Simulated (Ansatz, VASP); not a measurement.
## CoO: VASP beside Ansatz

```
Co O
1.0
    -1.50800    1.50800    2.10725
     1.50800   -1.50800    2.10725
     1.50800    1.50800   -2.10725
Co O
1 1
Direct
  0.00000 0.00000 0.00000
  0.50000 0.50000 0.00000
```

Alike in both runs: task relaxation of cell and atoms; functional PBE; k mesh 12 × 12 × 12; occupations fermi-dirac, width 0.05 eV; collinear spin; Hubbard terms Co d U = 1.0 eV.

```csv
,VASP,Ansatz
version,VASP 6.6.1,Ansatz 0.2.0
potentials or method,"VASP PAW PBE potentials, release 64 (Co, O)",Ansatz PAW
plane-wave cutoff (eV),600,420
valence electrons in the cell,15,23
```

Ansatz gave:

```
gap on the k mesh at the Fermi level, each at its own relaxed structure (eV) : none
net moment per atom (μB)                                                     : 1.50
size of the moment on the site where the two differ most (μB)                : 2.56
relaxed volume (Å³/atom)                                                     : 9.92
relaxed cell length with the largest relative difference (Å)                 : 3.051
```

**Question.** What did VASP give for the same quantities?

**Answer.** gap on the k mesh at the Fermi level, each at its own relaxed structure (eV): none; net moment per atom (μB): 1.49; size of the moment on the site where the two differ most (μB): 2.65; relaxed volume (Å³/atom): 9.69; relaxed cell length with the largest relative difference (Å): 2.983.

Site moments also hang on the region over which each program counts them. The programs project onto different local orbitals, so the same U acts differently, and such runs can settle in different states. A gap of «none» marks a metal or a gap that the smearing closes. VASP's potentials hold 15 valence electrons a cell and Ansatz's 23, so a difference there can come from the potentials and not from the codes.

Noted on Ansatz's run: the magnetic or orbital state may not be the lowest; the plane-wave basis is chosen anew once the cell has moved, so the energies of steps on either side of that aren't comparable.
